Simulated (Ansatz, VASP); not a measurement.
**CaSe: VASP beside Ansatz**

The input INCAR:

```
PREC     = Accurate       # precision mode
ENCUT    = 520            # plane-wave cutoff, eV
EDIFF    = 1E-7           # SCF threshold, eV
ISMEAR   = 0              # smearing method
SIGMA    = 0.05           # smearing width, eV
LREAL    = F              # projectors in reciprocal space
LASPH    = T              # aspherical terms in the spheres
NELM     = 80             # most SCF steps
ALGO     = Normal         # electronic algorithm
ISIF     = 2              # what is computed and relaxed
LWAVE    = F              # write WAVECAR
LCHARG   = F              # write CHGCAR
GGA      = CA             # functional
NBANDS   = 15             # bands
```

The input KPOINTS:

```
Automatic mesh
0
Gamma
  8 8 8
```

File POSCAR:

```
CaSe
1.0
    0.0000000000      2.9560000000      2.9560000000
    2.9560000000      0.0000000000      2.9560000000
    2.9560000000      2.9560000000      0.0000000000
Ca Se
1 1
Direct
    0.0000000000      0.0000000000      0.0000000000
    0.5000000000      0.5000000000      0.5000000000
```

Input for Ansatz:

```yaml
crystal:
  lattice:
    - [0.0, 2.956, 2.956]
    - [2.956, 0.0, 2.956]
    - [2.956, 2.956, 0.0]
  atoms:
    - { symbol: Ca, position: [0.0, 0.0, 0.0] }
    - { symbol: Se, position: [0.5, 0.5, 0.5] }
basis:
  ecutwfc: 420
kpoints:
  mp_grid: { grid: [8, 8, 8] }
hamiltonian:
  xc: lda
scf:
  occupations: { method: gaussian, width: 0.05 }
output:
  forces: true
  stress: true
  eigenvalues: true
```

Alike in both runs: task single point; functional LDA; k mesh 8 × 8 × 8; occupations gaussian, width 0.05 eV; no spin polarisation.

|  | VASP | Ansatz |
| --- | --- | --- |
| version | VASP 6.6.1 | Ansatz 0.2.0 |
| potentials or method | VASP PAW LDA potentials, release 64 (Ca_sv, Se), cutoff 520 eV | scalar-relativistic, plane waves, PAW |
| valence electrons in the cell | 16 | 26 |

```csv
,VASP,Ansatz,Ansatz less VASP
gap on the k mesh at the Fermi level (eV),1.86,1.88,+0.017
least direct gap on the mesh (eV),2.80,2.82,+0.015
pressure (GPa),-2.9,-3.1,-0.22
```

LDA's correlation is that of Perdew and Zunger in VASP and of Perdew and Wang (1992) in Ansatz. VASP's potentials hold 16 valence electrons a cell and Ansatz's 26, so a difference there can come from the potentials and not from the codes.
